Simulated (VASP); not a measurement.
# Cs (Im-3m) in VASP: further runs, part 2 of 2

VASP 6.6.1.

### 3 Single point, PBE

Input file INCAR:

```
SYSTEM = Cs
PREC     = Accurate       ! precision mode
ENCUT    = 520            ! plane-wave cutoff, eV
EDIFF    = 1E-7           ! SCF threshold, eV
ISMEAR   = 0              ! smearing method
SIGMA    = 1.0            ! smearing width, eV
LREAL    = .FALSE.        ! projectors in reciprocal space
LASPH    = .TRUE.         ! aspherical terms in the spheres
NELM     = 60             ! most SCF steps
ALGO     = Normal         ! electronic algorithm
ISIF     = 2              ! what is computed and relaxed
LWAVE    = .FALSE.        ! write WAVECAR
LCHARG   = .TRUE.         ! write CHGCAR
GGA      = PE             ! functional
LELF     = .TRUE.         ! ELF
LVHAR    = .TRUE.       
NBANDS   = 10             ! bands
```

Input file KPOINTS:

```
Automatic mesh
0
G
  7 7 7
  0 0 0
```

Input file POSCAR:

```
Cs
1.0
   -3.0771709509      3.0771709509      3.0771709509
    3.0771709509     -3.0771709509      3.0771709509
    3.0771709509      3.0771709509     -3.0771709509
Cs
1
Direct
    0.0000000000      0.0000000000      0.0000000000
```

Potentials or basis: VASP PAW PBE potentials, release 64 (Cs_sv).

Command:

```bash
$ cat potpaw_PBE.64/Cs_sv/POTCAR > POTCAR
$ mpirun -np 1 vasp_std > vasp.out
```

It took 14 s on 1 thread of AMD EPYC 9R14 (Zen 4), shared host; peak memory 0.2 GiB.

It converged, with:

```
Free energy : -1.1409 eV
Pressure    : 0.1 GPa
```

Levels at points of the mesh, in eV from the Fermi level:
```
           k point  band 1  band 2  band 3  band 4  band 5  band 6  band 7  band 8
(0.00, 0.00, 0.00)  -23.67  -10.42  -10.42  -10.42   -1.49    2.67    2.67    2.67
```

Caveat: spin-orbit coupling is left out, which moves the levels of the heavy elements.

### 4 Single point, PBE

Input file INCAR:

```
SYSTEM = Cs
PREC = Accurate ; ENCUT = 520
EDIFF = 1E-7 ; ISMEAR = 1
SIGMA = 0.01 ; LREAL = .FALSE.
LASPH = .TRUE. ; NELM = 60
ALGO = Normal ; ISIF = 2
LWAVE = .FALSE. ; LCHARG = .FALSE.
GGA = PE ; NBANDS = 10
```

Input file KPOINTS:

```
regular mesh
0
G
  7 7 7
  0 0 0
```

POSCAR is that of step 3.

Command:

```bash
$ cat potpaw_PBE.64/Cs_sv/POTCAR > POTCAR
$ mpirun -np 1 vasp_std > vasp.out
```

It took 12 s on 1 thread of AMD EPYC 9R14 (Zen 4), shared host; peak memory 0.2 GiB.

Results (log left out):

```yaml
Free_energy: -0.8514 eV
Pressure: 0.0 GPa
```

Levels at points of the mesh, in eV from the Fermi level:
| k point | band 1 | band 2 | band 3 | band 4 | band 5 | band 6 | band 7 | band 8 | band 9 | band 10 |
| --- | --- | --- | --- | --- | --- | --- | --- | --- | --- | --- |
| (0.00, 0.00, 0.00) | -23.86 | -10.61 | -10.61 | -10.61 | -1.66 | 2.49 | 2.49 | 2.49 | 3.34 | 3.34 |

Caveat: spin-orbit coupling is left out, which moves the levels of the heavy elements.

### 5 Single point, PBE

Input file INCAR:

```
SYSTEM = Cs
PREC = Accurate ; ENCUT = 520
EDIFF = 1E-6 ; ISMEAR = 1
SIGMA = 0.03 ; LREAL = .FALSE.
LASPH = .TRUE. ; NELM = 100
ALGO = Normal ; ISIF = 2
LWAVE = .FALSE. ; LCHARG = .FALSE.
GGA = PE ; NBANDS = 10
```

KPOINTS is that of step 4.

POSCAR is that of step 4.

Command:

```bash
$ cat potpaw_PBE.64/Cs_sv/POTCAR > POTCAR
$ mpirun -np 1 vasp_std > vasp.out
```

It took 11 s on 1 thread of AMD EPYC 9R14 (Zen 4), shared host; peak memory 0.2 GiB.

The run converged. Its results:

```
Free energy : -0.8517 eV
Pressure    : 0.0 GPa
```

Levels at points of the mesh, in eV from the Fermi level:
```tsv
k point	band 3	band 4	band 5	band 6	band 7	band 8
(0.00, 0.00, 0.00)	-10.61	-10.61	-1.67	2.48	2.48	2.48
```

Caveat: spin-orbit coupling is left out, which moves the levels of the heavy elements.

### 6 Single point, PBE

Input file INCAR:

```
PREC = Accurate ; ENCUT = 520
EDIFF = 1E-6 ; ISMEAR = 1
SIGMA = 0.1 ; LREAL = False
LASPH = True ; NELM = 60
ALGO = Normal ; ISIF = 2
LWAVE = False ; LCHARG = False
GGA = PE ; NBANDS = 10
```

Input file KPOINTS:

```
regular mesh
0
Gamma
  7 7 7
```

POSCAR is that of step 5.

Potentials or basis: VASP PAW PBE potentials, release 64 (Cs_sv).

Command:

```bash
$ cat potpaw_PBE.64/Cs_sv/POTCAR > POTCAR
$ mpirun -np 1 vasp_std > vasp.out
```

OUTCAR:

```text
PREC = Accurate
   ENCUT = 520
   EDIFF = 1E-6
   ISMEAR = 1
   LREAL = False
   LASPH = True
   NELM = 60
   ISIF = 2
   GGA = PE

 ion  position               nearest neighbor table
   1  0.000  0.000  0.000-

  LATTYP: Found a body centered cubic cell.
 ALAT       =     6.1543419018

  Lattice vectors:

 A1 = (  -3.0771709509,   3.0771709509,   3.0771709509)
 A2 = (   3.0771709509,  -3.0771709509,   3.0771709509)
[... 432 lines left out ...]
      8       3.2115      0.00000
      9       3.2115      0.00000
     10       4.6585      0.00000

------------------------ aborting loop because EDIFF is reached ----------------------------------------

  FORCE on cell =-STRESS in cart. coord.  units (eV):
  Direction    XX          YY          ZZ          XY          YZ          ZX
  --------------------------------------------------------------------------------------
  -------------------------------------------------------------------------------------
  Total       -0.0013007     -0.0013007     -0.0013007      0.0000000      0.0000000      0.0000000
  in kB       -0.0178801     -0.0178801     -0.0178801      0.0000000      0.0000000      0.0000000
  external PRESSURE =      -0.0178801 kB  Pullay stress =       0.0000000 kB

 VOLUME and BASIS-vectors are now :
 -----------------------------------------------------------------------------
  energy-cutoff  :      520.00
  volume of cell :      116.55
      direct lattice vectors                 reciprocal lattice vectors
    -3.077170951  3.077170951  3.077170951     0.000000000  0.162486910  0.162486910
     3.077170951 -3.077170951  3.077170951     0.162486910  0.000000000  0.162486910
     3.077170951  3.077170951 -3.077170951     0.162486910  0.162486910  0.000000000

 POSITION                                       TOTAL-FORCE (eV/Angst)
 -----------------------------------------------------------------------------------
      0.00000      0.00000      0.00000         0.000000     -0.000000      0.000000
 -----------------------------------------------------------------------------------
    total drift:                                0.000000     -0.000000      0.000000

  FREE ENERGIE OF THE ION-ELECTRON SYSTEM (eV)
  ---------------------------------------------------
  free  energy   TOTEN  =        -0.8523521123 eV

  energy  without entropy=       -0.8508342792  energy(sigma->0) =       -0.85184617
```

OSZICAR:

```text
N       E                     dE             d eps       ncg     rms          rms(c)
DAV:   1     0.513470326115E+02    0.51347E+02   -0.28499E+03   400   0.621E+02
DAV:   2     0.445410663174E+01   -0.46893E+02   -0.45863E+02   526   0.104E+02
DAV:   3    -0.776227706626E+00   -0.52303E+01   -0.52259E+01   466   0.410E+01
DAV:   4    -0.850257327626E+00   -0.74030E-01   -0.74015E-01   498   0.582E+00
DAV:   5    -0.850639874154E+00   -0.38255E-03   -0.38254E-03   518   0.373E-01    0.132E-01
DAV:   6    -0.851228578944E+00   -0.58870E-03   -0.14262E-03   500   0.183E-01    0.911E-02
DAV:   7    -0.852250078954E+00   -0.10215E-02   -0.35170E-03   430   0.296E-01    0.365E-02
DAV:   8    -0.852351272952E+00   -0.10119E-03   -0.12809E-04   452   0.702E-02    0.439E-03
DAV:   9    -0.852352862159E+00   -0.15892E-05   -0.49221E-06   620   0.116E-02    0.293E-03
DAV:  10    -0.852352112328E+00    0.74983E-06   -0.88091E-07   434   0.482E-03
   1 F= -.85235211E+00 E0= -.85184617E+00  d E =-.151783E-02
```

stdout:

```text
POSCAR found type information on POSCAR Cs
 POSCAR found :  1 types and       1 ions
 scaLAPACK will be used
 LDA part: xc-table for (Slater+PW92), standard interpolation
 POSCAR, INCAR and KPOINTS ok, starting setup
 FFT: planning ... GRIDC
 FFT: planning ... GRID_SOFT
 FFT: planning ... GRID
 WAVECAR not read
 entering main loop
```

It took 11 s on 1 thread of AMD EPYC 9R14 (Zen 4), shared host; peak memory 0.2 GiB.

Results:

| Quantity | Value |
| --- | --- |
| Free energy | -0.8524 eV |
| Pressure | 0.0 GPa |

Levels at points of the mesh, in eV from the Fermi level:
```
           k point  band 1  band 2  band 3  band 4  band 5  band 6  band 7  band 8  band 9  band 10
(0.00, 0.00, 0.00)  -23.88  -10.62  -10.62  -10.62   -1.68    2.47    2.47    2.47    3.32     3.32
```

Caveat: spin-orbit coupling is left out, which moves the levels of the heavy elements.

### 7 The runs side by side

```tsv
smearing	gap on the mesh (eV)	pressure (GPa)
gaussian 0.6 eV	none	0.0
gaussian 1 eV	none	0.1
methfessel-paxton 0.01 eV	none	0.0
methfessel-paxton 0.03 eV	none	0.0
methfessel-paxton 0.1 eV	none	0.0
```

Alike in all rows: task single point; level PBE; potentials or basis VASP PAW PBE potentials, release 64 (Cs_sv); no spin polarisation; cell as given; k mesh 7 × 7 × 7; cutoff (eV) 520.

Every run on the cell as given and a fine mesh finds a metal.

Caveats: spin-orbit coupling is left out, which moves the levels of the heavy elements.

Absolute energies hang on the potentials; compare differences alone.
